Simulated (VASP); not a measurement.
Set up this calculation in VASP 6.6.1, as the native input.

```yaml
Task: single point
Functional: PBEsol
Potentials_or_basis: VASP PAW PBE potentials, release 64 (Ta_pv, N)
Cutoff: 520 eV
k_mesh: 14 × 14 × 14
Occupations: gaussian, width 0.15 eV
Spin: no spin polarisation
Dipole_correction: no
Further_INCAR_settings: ALGO = Normal; EDIFF = 1e-07; NBANDS = 24
```

The structure of TaN lies in POSCAR:

```
TaN
1.0
    2.9239890448      0.0000000000      0.0000000000
    1.4619945224     -2.5322487932     -2.8707276426
    1.4619945224      2.5322487932     -2.8707276426
Ta N
2 2
Direct
    0.2500000000      0.4166666667      0.0833333333
    0.7500000000      0.9166666667      0.5833333333
    0.5000000000      0.5000000000      0.5000000000
    0.0000000000      0.0000000000      0.0000000000
```

The input as run:

INCAR

```
SYSTEM = TaN
PREC     = Accurate       ! precision mode
ENCUT    = 520            ! plane-wave cutoff, eV
EDIFF    = 1E-7           ! SCF threshold, eV
ISMEAR   = 0              ! smearing method
SIGMA    = 0.15           ! smearing width, eV
LREAL    = .False.        ! projectors in reciprocal space
LASPH    = .True.         ! aspherical terms in the spheres
NELM     = 60             ! most SCF steps
ALGO     = Normal         ! electronic algorithm
ISIF     = 2              ! what is computed and relaxed
LWAVE    = .False.        ! write WAVECAR
LCHARG   = .False.        ! write CHGCAR
GGA      = PS             ! functional
NBANDS   = 24             ! bands
```

KPOINTS

```
regular mesh
0
Gamma
  14 14 14
  0 0 0
```

Potentials or basis: VASP PAW PBE potentials, release 64 (Ta_pv, N).

Command:

```sh
$ cat potpaw_PBE.64/Ta_pv/POTCAR potpaw_PBE.64/N/POTCAR > POTCAR
$ mpirun -np 1 vasp_std > vasp.out
```

Results of the run:

- Pressure: 0.9 GPa
- Band gap on the k mesh: zero (bands 16 and 17 overlap by 0.35 eV)

Caveat: the PAW data sets were made with another functional, which shifts forces and pressure a little; spin-orbit coupling is left out, which moves the levels of the heavy elements.

Run time: 4.2 min on 1 thread of Intel(R) Xeon(R) Platinum 8259CL CPU @ 2.50GHz (Skylake/Cascade Lake), with other jobs on the host, peak memory 0.45 GiB.
